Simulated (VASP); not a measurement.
# Co2Ru (Fd-3m) in VASP: notebook, part 2 of 2

VASP 6.6.1.

### Step 3. Single point, PBE, collinear spin, ferromagnetic start

This run uses another cell than the first one, of 11.11 Å³/atom.

Contents of INCAR:

```
ALGO = Normal ; EDIFF = 1E-6
ENCUT = 690 ; GGA = PE
GGA_COMPAT = False ; ISIF = 2
ISMEAR = 0 ; ISPIN = 2
LASPH = True ; LCHARG = True
LELF = True ; LMAXMIX = 4
LORBIT = 11 ; LREAL = False
LVHAR = True ; LWAVE = False
MAGMOM = 3 3 3 3 0 0 ; NBANDS = 63
NELM = 200 ; PREC = Accurate
SIGMA = 0.1
```

Contents of KPOINTS:

```
k-points
0
Gamma
  6 6 6
```

Contents of POSCAR:

```
Co2Ru
1.0
    0.0000000000      3.2177536168      3.2177536168
    3.2177536168      0.0000000000      3.2177536168
    3.2177536168      3.2177536168      0.0000000000
Co Ru
4 2
Direct
    0.6250000000      0.6250000000      0.6250000000
    0.1250000000      0.6250000000      0.6250000000
    0.6250000000      0.6250000000      0.1250000000
    0.6250000000      0.1250000000      0.6250000000
    0.0000000000      0.0000000000      0.0000000000
    0.2500000000      0.2500000000      0.2500000000
```

Potentials or basis: VASP PAW PBE potentials, release 64 (Co_sv, Ru_sv).

Command:

```
> cat potpaw_PBE.64/Co_sv/POTCAR potpaw_PBE.64/Ru_sv/POTCAR > POTCAR
> mpirun -np 1 vasp_std > vasp.out
```

OUTCAR:

```text
EDIFF = 1E-6
   ENCUT = 690
   GGA = PE
   ISIF = 2
   ISMEAR = 0
   ISPIN = 2
   LASPH = True
   LORBIT = 11
   LREAL = False
   NELM = 200
   PREC = Accurate

 ion  position               nearest neighbor table
   1  0.625  0.625  0.625-   2 2.28   3 2.28   4 2.28   3 2.28   4 2.28   2 2.28
   2  0.125  0.625  0.625-   1 2.28   3 2.28   4 2.28   1 2.28   3 2.28   4 2.28
   3  0.625  0.625  0.125-   1 2.28   1 2.28   2 2.28   4 2.28   4 2.28   2 2.28
   4  0.625  0.125  0.625-   1 2.28   3 2.28   1 2.28   2 2.28   3 2.28   2 2.28
   5  0.000  0.000  0.000-   6 2.79   6 2.79   6 2.79   6 2.79
   6  0.250  0.250  0.250-   5 2.79   5 2.79   5 2.79   5 2.79

  LATTYP: Found a face centered cubic cell.
 ALAT       =     6.4355072336

  Lattice vectors:

 A1 = (   0.0000000000,   3.2177536168,   3.2177536168)
 A2 = (   3.2177536168,   0.0000000000,   3.2177536168)
 A3 = (   3.2177536168,   3.2177536168,   0.0000000000)

Analysis of symmetry for initial positions (statically):
=====================================================================
 Subroutine PRICEL returns:
 Original cell was already a primitive cell.

[... 2286 lines left out ...]
  Total        8.7529668      8.7529668      8.7529668     -0.0000000      0.0000000      0.0000000
  in kB      210.4638477    210.4638477    210.4638477     -0.0000000      0.0000000      0.0000000
  external PRESSURE =     210.4638477 kB  Pullay stress =       0.0000000 kB

 VOLUME and BASIS-vectors are now :
 -----------------------------------------------------------------------------
  energy-cutoff  :      690.00
  volume of cell :       66.63
      direct lattice vectors                 reciprocal lattice vectors
     0.000000000  3.217753617  3.217753617    -0.155387907  0.155387907  0.155387907
     3.217753617  0.000000000  3.217753617     0.155387907 -0.155387907  0.155387907
     3.217753617  3.217753617  0.000000000     0.155387907  0.155387907 -0.155387907

 POSITION                                       TOTAL-FORCE (eV/Angst)
 -----------------------------------------------------------------------------------
      4.02219      4.02219      4.02219         0.000000     -0.000000      0.000000
      4.02219      2.41332      2.41332         0.000000     -0.000000      0.000000
      2.41332      2.41332      4.02219         0.000000     -0.000000      0.000000
      2.41332      4.02219      2.41332         0.000000     -0.000000      0.000000
      0.00000      0.00000      0.00000        -0.000000     -0.000000     -0.000000
      1.60888      1.60888      1.60888         0.000000      0.000000      0.000000
 -----------------------------------------------------------------------------------
    total drift:                                0.000000      0.000000      0.000000

  FREE ENERGIE OF THE ION-ELECTRON SYSTEM (eV)
  ---------------------------------------------------
  free  energy   TOTEN  =       -45.5145885799 eV

  energy  without entropy=      -45.4572609626  energy(sigma->0) =      -45.48592477

 total charge

# of ion       s       p       d       tot
------------------------------------------
    1        2.279   6.160   6.726  15.165
    2        2.279   6.160   6.726  15.165
    3        2.279   6.160   6.726  15.165
    4        2.279   6.160   6.726  15.165
    5        2.197   6.088   5.292  13.576
    6        2.197   6.088   5.292  13.576
--------------------------------------------------
tot         13.510  36.816  37.486  87.812

 magnetization (x)

# of ion       s       p       d       tot
------------------------------------------
    1       -0.000  -0.005   1.649   1.645
    2       -0.000  -0.005   1.649   1.645
    3       -0.000  -0.005   1.649   1.645
    4       -0.000  -0.005   1.649   1.645
    5       -0.004  -0.012   0.365   0.350
    6       -0.004  -0.012   0.365   0.350
--------------------------------------------------
tot         -0.009  -0.042   7.328   7.277
```

OSZICAR:

```text
N       E                     dE             d eps       ncg     rms          rms(c)
DAV:   1     0.272207559594E+04    0.27221E+04   -0.59284E+04  5120   0.507E+03
DAV:   2     0.458492250044E+03   -0.22636E+04   -0.21882E+04  5383   0.148E+03
DAV:   3    -0.931894469862E+01   -0.46781E+03   -0.44781E+03  6223   0.677E+02
DAV:   4    -0.489759397815E+02   -0.39657E+02   -0.37951E+02  6832   0.181E+02
DAV:   5    -0.508450291951E+02   -0.18691E+01   -0.18566E+01  6632   0.555E+01    0.420E+01
DAV:   6    -0.690146912477E+02   -0.18170E+02   -0.97955E+01  6088   0.148E+02    0.718E+01
DAV:   7    -0.452525285549E+02    0.23762E+02   -0.32433E+01  5824   0.877E+01    0.756E+00
DAV:   8    -0.455013421409E+02   -0.24881E+00   -0.26999E+00  6552   0.134E+01    0.389E+00
DAV:   9    -0.455216463872E+02   -0.20304E-01   -0.71808E-02  6328   0.351E+00    0.205E+00
DAV:  10    -0.455144262059E+02    0.72202E-02   -0.14328E-02  6896   0.198E+00    0.621E-01
DAV:  11    -0.455144499428E+02   -0.23737E-04   -0.32638E-03  6216   0.843E-01    0.221E-01
DAV:  12    -0.455145707980E+02   -0.12086E-03   -0.27417E-04  6216   0.218E-01    0.105E-01
DAV:  13    -0.455145835549E+02   -0.12757E-04   -0.56465E-05  7000   0.868E-02    0.400E-02
DAV:  14    -0.455145891502E+02   -0.55953E-05   -0.83544E-06  4440   0.343E-02    0.190E-02
DAV:  15    -0.455145885799E+02    0.57022E-06   -0.10758E-06  2768   0.167E-02
   1 F= -.45514589E+02 E0= -.45485925E+02  d E =-.573276E-01  mag=     7.1580
```

stdout:

```text
POSCAR found type information on POSCAR CoRu
 POSCAR found :  2 types and       6 ions
 scaLAPACK will be used
 LDA part: xc-table for (Slater+PW92), standard interpolation
 POSCAR, INCAR and KPOINTS ok, starting setup
 FFT: planning ... GRIDC
 FFT: planning ... GRID_SOFT
 FFT: planning ... GRID
 WAVECAR not read
 entering main loop
```

Run time: 2.4 min. Hardware: 1 thread of Intel Xeon 6975P-C (Granite Rapids), shared host; peak memory 0.37 GiB.

What came out:

```yaml
Free_energy: -45.5146 eV
Pressure: 21.0 GPa
Net_moment: 7.16 μB per cell
Site_moments: Co +1.65; Ru +0.35 μB
Valence_electrons_inside_the_program's_atomic_spheres: Co 15.16; Ru 13.58
```

Caveat: the cell stands under pressure.

### Step 4. Relaxation of cell and atoms, PBE, collinear spin, ferromagnetic start

This run uses another cell than the first one, of 11.11 Å³/atom.

Contents of INCAR:

```
SYSTEM = Co2Ru
PREC     = Accurate       ! precision mode
ENCUT    = 600            ! plane-wave cutoff, eV
EDIFF    = 1E-6           ! SCF threshold, eV
ISMEAR   = 0              ! smearing method
SIGMA    = 0.1            ! smearing width, eV
LREAL    = .False.        ! projectors in reciprocal space
LASPH    = .True.         ! aspherical terms in the spheres
NELM     = 150            ! most SCF steps
ALGO     = Normal         ! electronic algorithm
ISIF     = 3              ! what is computed and relaxed
LWAVE    = .False.        ! write WAVECAR
LCHARG   = .False.        ! write CHGCAR
ISPIN    = 2              ! spin polarisation
MAGMOM   = 1.82 1.82 1.82 1.82 0.39 0.39 ! initial moments
LORBIT   = 11             ! projections on sites
LMAXMIX  = 4              ! l up to which the mixer works
GGA      = PE             ! functional
IBRION   = 2              ! ionic algorithm
NSW      = 90             ! ionic steps
EDIFFG   = -0.04          ! ionic threshold
```

Contents of KPOINTS:

```
regular mesh
0
Gamma
  6 6 6
  0 0 0
```

POSCAR is that of step 3.

Potentials or basis: VASP PAW PBE potentials, release 64 (Co, Ru_pv).

Command:

```
> cat potpaw_PBE.64/Co/POTCAR potpaw_PBE.64/Ru_pv/POTCAR > POTCAR
> mpirun -np 1 vasp_std > vasp.out
```

Wall time 13 min (1 thread of Oxide Virtual Turin-like, shared host); peak memory 0.26 GiB.

Results (log left out):

| Quantity | Value |
| --- | --- |
| Free energy | -45.4405 eV |
| Relaxed volume | 12.03 Å³/atom |
| Relaxed cell | a = 4.673 Å, b = 4.673 Å, c = 4.673 Å, α = 60.00°, β = 60.00°, γ = 60.00° |
| Space group after relaxing (to 0.1 Å) | Fd-3m (No. 227) |
| Energy gained by relaxing | 63.9 meV/atom |
| Ionic steps | 5 |
| Pressure after relaxing | -0.1 GPa |
| Net moment | 8.24 μB per cell |
| Site moments | Co +1.75; Ru +0.64 μB |
| Valence electrons inside the program's atomic spheres | Co 8.36; Ru 12.46 |

The path:
| step | energy change (eV) | largest force (eV/Å) | pressure (GPa) | volume (Å³) |
| --- | --- | --- | --- | --- |
| 1 | 0.0000 | 0.0000 | 13.80 | 66.63 |
| 2 | -0.2460 | 0.0000 | -10.16 | 76.29 |
| 3 | -0.3718 | 0.0000 | -3.17 | 73.31 |
| 4 | -0.3832 | 0.0000 | 0.71 | 71.93 |
| 5 | -0.3835 | 0.0000 | -0.14 | 72.17 |

Final structure:
```cif
data_structure
_symmetry_space_group_name_H-M 'P 1'
_symmetry_Int_Tables_number 1
_cell_length_a 4.6734
_cell_length_b 4.6734
_cell_length_c 4.6734
_cell_angle_alpha 60.000
_cell_angle_beta 60.000
_cell_angle_gamma 60.000
_cell_volume 72.17
loop_
_atom_site_label
_atom_site_type_symbol
_atom_site_fract_x
_atom_site_fract_y
_atom_site_fract_z
_atom_site_occupancy
Co1 Co 0.62500 0.62500 0.62500 1
Co2 Co 0.12500 0.62500 0.62500 1
Co3 Co 0.62500 0.62500 0.12500 1
Co4 Co 0.62500 0.12500 0.62500 1
Ru1 Ru 0.00000 0.00000 0.00000 1
Ru2 Ru 0.25000 0.25000 0.25000 1
```

Levels at points of the mesh, in eV from the Fermi level:
Spin up:
| k point | band 33 | band 34 | band 35 | band 36 | band 37 | band 38 | band 39 | band 40 |
| --- | --- | --- | --- | --- | --- | --- | --- | --- |
| (0.00, 0.00, 0.00) | -0.46 | -0.46 | -0.46 | 0.17 | 0.17 | 1.02 | 4.95 | 4.95 |
| (0.50, 0.00, 0.00) | -0.80 | -0.52 | -0.52 | -0.46 | 0.28 | 0.28 | 2.31 | 3.35 |
| (0.50, 0.50, 0.00) | -0.61 | -0.61 | 0.05 | 0.05 | 0.11 | 0.11 | 1.32 | 1.32 |
Spin down:
```csv
k point,band 26,band 27,band 28,band 29,band 30,band 31
"(0.00, 0.00, 0.00)",-0.66,0.05,0.05,0.05,0.67,0.67
"(0.50, 0.00, 0.00)",-0.71,-0.36,-0.26,-0.26,-0.02,0.25
"(0.50, 0.50, 0.00)",-0.66,-0.16,-0.16,-0.04,-0.04,0.43
```

### Step 5. Summary

```csv
task,potentials or basis,cell,cutoff (eV),gap on the mesh (eV),pressure (GPa),moment (μB)
single point,"VASP PAW PBE potentials, release 64 (Co_sv, Ru_sv)","a = 4.679 Å, angles 60.0°, 6 atoms",690,none,-0.7,8.49
single point,"VASP PAW PBE potentials, release 64 (Co_sv, Ru_sv)","a = 4.551 Å, angles 60.0°, 6 atoms",690,none,21.0,7.16
relaxation of cell and atoms,"VASP PAW PBE potentials, release 64 (Co, Ru_pv)","relaxed from a = 4.551 Å, angles 60.0°, 6 atoms",600,none,-0.1,8.24
```

Alike in all rows: level PBE; spin collinear, ferromagnetic start; k mesh 6 × 6 × 6; smearing gaussian 0.1 eV.

Caveats: the cell stands under pressure (at least some runs).

Total energies depend on the potentials used, so only differences within one code and one set of settings carry meaning.
